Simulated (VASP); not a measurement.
# Ti (Im-3m) in VASP: single point with r2SCAN

Aim: the single point of Ti with r2SCAN.

All numbers are computed with VASP 6.6.1; they aren't measurements. Logs are shortened: lines on timing, memory, paths and dates and some standing lists are left out, and cuts for length are marked.

## Step 1: The cell of the first run

The structure is cubic, space group Im-3m (No. 229). Conventional cell: a = 3.252 Å, b = 3.252 Å, c = 3.252 Å, α = 90.00°, β = 90.00°, γ = 90.00°. Within 3.7 Å of Ti (site symmetry m-3m) lie 14 Ti at 2.82 to 3.25 Å.

This isn't the form of Ti at room conditions, which is hcp.

## Step 2: Single point, r2SCAN

File POSCAR:

```
Ti
1.0
    3.2517897414      0.0000000000      0.0000000000
    0.0000000000      3.2517897414      0.0000000000
    1.6258948707     -1.6258948707      1.6258948707
Ti
1
Direct
    0.0000000000      0.0000000000      0.0000000000
```

File INCAR.step1:

```
SYSTEM = Ti
ALGO     = Normal         ! electronic algorithm
EDIFF    = 1E-4           ! SCF threshold, eV
ENCUT    = 520            ! plane-wave cutoff, eV
GGA      = PE             ! functional
ISMEAR   = 0              ! smearing method
ISYM     = 0            
LASPH    = .TRUE.         ! aspherical terms in the spheres
LCHARG   = .FALSE.        ! write CHGCAR
LREAL    = .FALSE.        ! projectors in reciprocal space
LWAVE    = .TRUE.         ! write WAVECAR
NBANDS   = 12             ! bands
NELM     = 100            ! most SCF steps
PREC     = Accurate       ! precision mode
SIGMA    = 0.1            ! smearing width, eV
```

File INCAR.step2:

```
SYSTEM = Ti
ALGO     = Normal         ! electronic algorithm
EDIFF    = 1E-7           ! SCF threshold, eV
ENCUT    = 520            ! plane-wave cutoff, eV
ISIF     = 2              ! what is computed and relaxed
ISMEAR   = 0              ! smearing method
ISTART   = 1            
ISYM     = 0            
LASPH    = .TRUE.         ! aspherical terms in the spheres
LCHARG   = .TRUE.         ! write CHGCAR
LELF     = .TRUE.         ! ELF
LMIXTAU  = .TRUE.       
LREAL    = .FALSE.        ! projectors in reciprocal space
LVHAR    = .TRUE.       
LWAVE    = .FALSE.        ! write WAVECAR
METAGGA  = R2SCAN         ! meta-GGA
NBANDS   = 12             ! bands
NELM     = 100            ! most SCF steps
PREC     = Accurate       ! precision mode
SIGMA    = 0.1            ! smearing width, eV
```

File KPOINTS:

```
k-points
0
G
  11 11 21
  0 0 0
```

Potentials or basis: VASP PAW PBE potentials, release 64 (Ti_sv).

The run is started by

```
$ cat potpaw_PBE.64/Ti_sv/POTCAR > POTCAR
$ cp INCAR.step1 INCAR
$ mpirun -np 1 vasp_std > vasp.out
$ cp INCAR.step2 INCAR
$ mpirun -np 1 vasp_std > vasp.out
```

OUTCAR:

```text
SYSTEM = Ti
   EDIFF = 1E-7
   ENCUT = 520
   ISIF = 2
   ISMEAR = 0
   ISTART = 1
   ISYM = 0
   LASPH = .TRUE.
   LREAL = .FALSE.
   METAGGA = R2SCAN
   NELM = 100
   PREC = Accurate

 ion  position               nearest neighbor table
   1  0.000  0.000  0.000-

IMPORTANT INFORMATION: All symmetrisations will be switched off!
NOSYMM: (Re-)initialisation of all symmetry stuff for point group C_1.

----------------------------------------------------------------------------------------

                                     Primitive cell

  volume of cell :      17.1924

  direct lattice vectors                    reciprocal lattice vectors
     3.251789741  0.000000000  0.000000000     0.307522958  0.000000000 -0.307522958
     0.000000000  3.251789741  0.000000000     0.000000000  0.307522958  0.307522958
     1.625894871 -1.625894871  1.625894871     0.000000000  0.000000000  0.615045916

  length of vectors
     3.251789741  3.251789741  2.816132524     0.434903138  0.434903138  0.615045916

  position of ions in fractional coordinates (direct lattice)
     0.000000000  0.000000000  0.000000000

  ion indices of the primitive-cell ions
   primitive index   ion index
                 1           1

----------------------------------------------------------------------------------------

 KPOINTS: k-points

Automatic generation of k-mesh.
 Grid dimensions read from file:
 generate k-points for:   11   11   21

 Generating k-lattice:

  Cartesian coordinates                     Fractional coordinates (reciprocal lattice)
     0.027956633  0.000000000 -0.027956633     0.090909091  0.000000000  0.000000000
     0.000000000  0.027956633  0.027956633     0.000000000  0.090909091  0.000000000
     0.000000000  0.000000000  0.029287901     0.000000000  0.000000000  0.047619048

  Length of vectors
     0.039536649  0.039536649  0.029287901

  Shift w.r.t. Gamma in fractional coordinates (k-lattice)
     0.000000000  0.000000000  0.000000000

 -----------------------------------------------------------------------------
|                                                                             |
|           W    W    AA    RRRRR   N    N  II  N    N   GGGG   !!!           |
|           W    W   A  A   R    R  NN   N  II  NN   N  G    G  !!!           |
|           W    W  A    A  R    R  N N  N  II  N N  N  G       !!!           |
|           W WW W  AAAAAA  RRRRR   N  N N  II  N  N N  G  GGG   !            |
|           WW  WW  A    A  R   R   N   NN  II  N   NN  G    G                |
|           W    W  A    A  R    R  N    N  II  N    N   GGGG   !!!           |
|                                                                             |
|     Your reciprocal lattice and k-lattice belong to different lattice       |
|     classes:                                                                |
|                                                                             |
|        The reciprocal lattice is face-centered cubic,                       |
|        whereas your k-lattice is base-centered monoclinic.                  |
|                                                                             |
|     Results are often still useful ...                                      |
|                                                                             |
 -----------------------------------------------------------------------------

 WARNING: IBZKPT: internal override: KBLOWUP is changed to .FALSE.
      ... skipping the blow-up phase ...

 Subroutine IBZKPT returns following result:
 ===========================================

 Found   1271 irreducible k-points:

 Following reciprocal coordinates:
            Coordinates               Weight
  0.000000  0.000000  0.000000      1.000000
  0.090909  0.000000  0.000000      2.000000
  0.181818  0.000000  0.000000      2.000000
  0.272727  0.000000  0.000000      2.000000
  0.363636  0.000000  0.000000      2.000000
  0.454545  0.000000  0.000000      2.000000
[... 16 lines left out ...]
  0.454545  0.181818 -0.000000      2.000000
 -0.454545  0.181818  0.000000      2.000000
 [... further k-points ...]
   k-points           NKPTS =   1271   k-points in BZ     NKDIM =   1271   number of bands    NBANDS=     12
   number of dos      NEDOS =    301   number of ions     NIONS =      1
   total plane-waves  NPLWV =  13824
   dimension x,y,z NGX =    24 NGY =   24 NGZ =   24
   dimension x,y,z NGXF=    48 NGYF=   48 NGZF=   48
   ions per type =               1
   NGX,Y,Z   is equivalent  to a cutoff of  12.27, 12.27, 14.17 a.u.
   NGXF,Y,Z  is equivalent  to a cutoff of  24.54, 24.54, 28.34 a.u.
 SYSTEM =  Ti
   PREC   = accura    normal or accurate (medium, high low for compatibility)
   ISTART =      1    job   : 0-new  1-cont  2-samecut
   ICHARG =      0    charge: 1-file 2-atom 10-const
   ISPIN  =      1    spin polarized calculation?
   LNONCOLLINEAR =      F non collinear calculations
   LSORBIT =      F    spin-orbit coupling
   LASPH  =      T    aspherical Exc in radial PAW
   ENCUT  =  520.0 eV  38.22 Ry    6.18 a.u.   6.05  6.05  5.24*2*pi/ulx,y,z
   NELM   =    100;   NELMIN=  2; NELMDL=  0     # of ELM steps
   EDIFF  = 0.1E-06   stopping-criterion for ELM
   LREAL  =      F    real-space projection
   EDIFFG = 0.1E-05   stopping-criterion for IOM
   NSW    =      0    number of steps for IOM
   IBRION =     -1    ionic relax: 0-MD 1-quasi-New 2-CG
   NFREE  =      0    steps in history (QN), initial steepest desc. (CG)
   ISIF   =      2    stress and relaxation
   ISYM   =      0    0-nonsym 1-usesym 2-fastsym
   POTIM  = 0.5000    time-step for ionic-motion
   TEBEG  =    0.0;   TEEND  =   0.0 temperature during run
   PSTRESS=    0.0 pullay stress
   NELECT =      12.0000    total number of electrons
   NUPDOWN=      -1.0000    fix difference up-down
   EMIN   =  10.00;   EMAX   =-10.00  energy-range for DOS
   EFERMI =   0.00;   METHOD = LEGACY
   ISMEAR =     0;   SIGMA  =   0.10  broadening in eV -4-tet -1-fermi 0-gaus
   EFERMI_NEDOS =   21; number of points for ismear=-14 and -15
   IALGO  =     38    algorithm
   IMIX   =      4    mixing-type and parameters
     AMIX     =   0.40;   BMIX     =  1.00
     AMIX_MAG =   1.60;   BMIX_MAG =  1.00
  volume/ion in A,a.u.               =      17.19       116.02
  Fermi-wavevector in a.u.,A,eV,Ry     =   1.452188  2.744237 28.692639  2.108849
  Thomas-Fermi vector in A             =   2.569599
   LORBIT       =      0    0 simple, 1 ext, 2 COOP (PROOUT), +10 PAW based schemes
   METAGGA = R2SCAN    functional components
   LHFCALC =     F    Hartree Fock is set to
   AEXX    =    0.0000 exact exchange contribution
   IVDW    =     0    specifies the selected vdW correction
   LEPSILON=     F    determine dielectric tensor
   LRPA    =     F    only Hartree local field effects (RPA)
 non-spin polarized calculation
 Gauss-broadening in eV      SIGMA  =   0.10
  energy-cutoff  :      520.00
  volume of cell :       17.19
 maximum number of plane-waves:       476
   NGX = 13   NGY = 13   NGZ = 11

 number of electron      11.9999996 magnetization

 Free energy of the ion-electron system (eV)
  ---------------------------------------------------
  ext. energy  EPLUGINS =         0.00000000
  ---------------------------------------------------
  free energy    TOTEN  =       -12.81899316 eV

  energy without entropy =      -12.80820965  energy(sigma->0) =      -12.81360140

 E-fermi :   8.2284     XC(G=0): -12.4520

 val. band max:        8.2280104714   @ k =  -0.3636   0.4545   0.1905
 cond. band min:       8.2284728191   @ k =  -0.0909   0.0909   0.1429
 fundamental gap:      0.0004623477
 Fermi energy:         8.2283527534

 k-point     1 :       0.0000    0.0000    0.0000
  band No.  band energies     occupation
      1     -50.6615      2.00000
      2     -25.4542      2.00000
      3     -25.4524      2.00000
      4     -25.4520      2.00000
      5       1.8677      2.00000
      6       9.3789      0.00000
      7       9.3793      0.00000
      8       9.3801      0.00000
      9      11.1824      0.00000
     10      11.1826      0.00000
     11      26.3902      0.00000
     12      26.3909      0.00000

 k-point     2 :       0.0909    0.0000    0.0000
  band No.  band energies     occupation
      1     -50.6502      2.00000
      2     -25.5117      2.00000
      3     -25.4706      2.00000
      4     -25.4542      2.00000
      5       2.1621      2.00000
      6       9.2423      0.00000
      7       9.3288      0.00000
      8       9.5916      0.00000
      9      11.0328      0.00000
     10      11.1908      0.00000
     11      25.9030      0.00000
     12      26.3281      0.00000

 k-point     3 :       0.1818    0.0000    0.0000
  band No.  band energies     occupation
      1     -50.6201      2.00000
      2     -25.6690      2.00000
      3     -25.5183      2.00000
      4     -25.4555      2.00000
      5       2.9882      2.00000
      6       8.8928      0.00000
      7       9.0651      0.00000
      8      10.1940      0.00000
      9      10.8514      0.00000
     10      11.2291      0.00000
     11      24.3622      0.00000
     12      25.6691      0.00000

 k-point     4 :       0.2727    0.0000    0.0000
  band No.  band energies     occupation
      1     -50.5803      2.00000
      2     -25.8705      2.00000
      3     -25.5803      2.00000
      4     -25.4571      2.00000
      5       4.1454      2.00000
      6       8.4708      0.00061
      7       8.6393      0.00000
      8      10.9256      0.00000
      9      11.0764      0.00000
     10      11.3169      0.00000
     11      21.9849      0.00000
     12      24.3221      0.00000

 k-point     5 :       0.3636    0.0000    0.0000
  band No.  band energies     occupation
      1     -50.5435      2.00000
      2     -26.0515      2.00000
      3     -25.6367      2.00000
      4     -25.4587      2.00000
      5       5.1726      2.00000
      6       8.1126      1.89850
      7       8.5852      0.00000
      8      11.1059      0.00000
      9      11.4399      0.00000
     10      12.0213      0.00000
     11      19.4975      0.00000
     12      23.0413      0.00000
[... 228 lines left out ...]
      1     -50.5945      2.00000
      2     -25.7903      2.00000
      3     -25.5490      2.00000
      4     -25.4748      2.00000
      5       3.7364      2.00000
      6       8.6469      0.00000
      7       8.7190      0.00000
      8      10.7254      0.00000
      9      10.8186      0.00000
     10      11.3708      0.00000
     11      23.2694      0.00000
     12      24.5255      0.00000

 k-point    22 :       0.3636    0.1818    0.0000
  band No.  band energies     occupation
      1     -50.5609      2.00000
      2     -25.9250      2.00000
      3     -25.6088      2.00000
      4     -25.5023      2.00000
      5       4.8144      2.00000
      6       8.1683      1.60453
      7       8.4349      0.00350
      8      10.7273      0.00000
      9      11.5116      0.00000
     10      11.7894      0.00000
     11      22.0489      0.00000
     12      22.4109      0.00000

 k-point    23 :       0.4545    0.1818   -0.0000
  band No.  band energies     occupation
      1     -50.5300      2.00000
      2     -26.0319      2.00000
      3     -25.6919      2.00000
      4     -25.5144      2.00000
      5       5.8460      2.00000
      6       7.8225      2.00000
      7       8.2604      0.65047
      8      10.9185      0.00000
      9      11.6096      0.00000
     10      12.8979      0.00000
     11      19.6805      0.00000
     12      21.2315      0.00000

 k-point    24 :      -0.4545    0.1818    0.0000
  band No.  band energies     occupation
      1     -50.5115      2.00000
      2     -26.0887      2.00000
      3     -25.7496      2.00000
      4     -25.5189      2.00000
      5       6.2802      2.00000
      6       7.8413      2.00000
      7       8.2773      0.48899
      8      11.0975      0.00000
      9      11.6959      0.00000
     10      13.8916      0.00000
     11      17.7133      0.00000
     12      20.5983      0.00000

 [... further k-points ...]

------------------------ aborting loop because EDIFF is reached ----------------------------------------

  FORCE on cell =-STRESS in cart. coord.  units (eV):
  Direction    XX          YY          ZZ          XY          YZ          ZX
  --------------------------------------------------------------------------------------
  -------------------------------------------------------------------------------------
  Total        0.0565774      0.0565774      0.0515296      0.0104919      0.0001841     -0.0001839
  in kB        5.2724944      5.2724906      4.8020852      0.9777459      0.0171540     -0.0171395
  external PRESSURE =       5.1156901 kB  Pullay stress =       0.0000000 kB

 VOLUME and BASIS-vectors are now :
 -----------------------------------------------------------------------------
  energy-cutoff  :      520.00
  volume of cell :       17.19
      direct lattice vectors                 reciprocal lattice vectors
     3.251789741  0.000000000  0.000000000     0.307522958  0.000000000 -0.307522958
     0.000000000  3.251789741  0.000000000     0.000000000  0.307522958  0.307522958
     1.625894871 -1.625894871  1.625894871     0.000000000  0.000000000  0.615045916

 POSITION                                       TOTAL-FORCE (eV/Angst)
 -----------------------------------------------------------------------------------
      0.00000      0.00000      0.00000        -0.000000      0.000000     -0.000000
 -----------------------------------------------------------------------------------
    total drift:                               -0.000000      0.000000     -0.000000

  FREE ENERGIE OF THE ION-ELECTRON SYSTEM (eV)
  ---------------------------------------------------
  free  energy   TOTEN  =       -12.8189931586 eV

  energy  without entropy=      -12.8082096507  energy(sigma->0) =      -12.81360140
```

It took 25 min on 1 thread of Oxide Virtual Turin-like, shared host; peak memory 0.33 GiB.

Results:

```
Free energy            : -12.8190 eV
Pressure               : 0.5 GPa
Band gap on the k mesh : zero (bands 6 and 7 overlap by 1.79 eV)
```

Levels at points of the mesh, in eV from the Fermi level:
| k point | band 3 | band 4 | band 5 | band 6 | band 7 | band 8 | band 9 | band 10 |
| --- | --- | --- | --- | --- | --- | --- | --- | --- |
| (0.00, 0.00, 0.00) | -33.68 | -33.68 | -6.36 | 1.15 | 1.15 | 1.15 | 2.95 | 2.95 |

Caveat: the PAW data sets were made with another functional, which shifts forces and pressure a little.
